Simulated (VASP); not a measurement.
Se: single point with r2SCAN

Crystal: Se.

```
CELL_PARAMETERS angstrom
1.97047 1.13765 1.55572
-1.97047 1.13765 1.55572
0.00000 -2.27530 1.55572
ATOMIC_POSITIONS crystal
Se 0.00000 0.00000 0.00000
```

```json
{
 "Program": "VASP 6.6.1",
 "Task": "single point",
 "Functional": "r2SCAN",
 "Potentials or basis": "VASP PAW PBE potentials, release 64 (Se)",
 "Cutoff": "520 eV",
 "k mesh": "15 × 15 × 15",
 "Occupations": "gaussian, width 0.1 eV",
 "Spin": "no spin polarisation",
 "Dipole correction": "no",
 "Further INCAR settings": "ALGO = Normal; EDIFF = 1e-07; NBANDS = 9"
}
```

```yaml
Pressure: 5.3 GPa
Band_gap_on_the_k_mesh: zero (bands 3 and 4 overlap by 6.79 eV)
```

Levels at points of the mesh, in eV from the Fermi level:
```tsv
k point	band 1	band 2	band 3	band 4	band 5	band 6
(0.00, 0.00, 0.00)	-17.51	1.43	1.64	1.64	8.05	8.05
```

It took 110 s on 1 thread of Intel(R) Xeon(R) Platinum 8259CL CPU @ 2.50GHz (Skylake/Cascade Lake) (shared host), peak memory 0.18 GiB.

Caveat: the cell stands under pressure; the PAW data sets were made with another functional, which shifts forces and pressure a little.
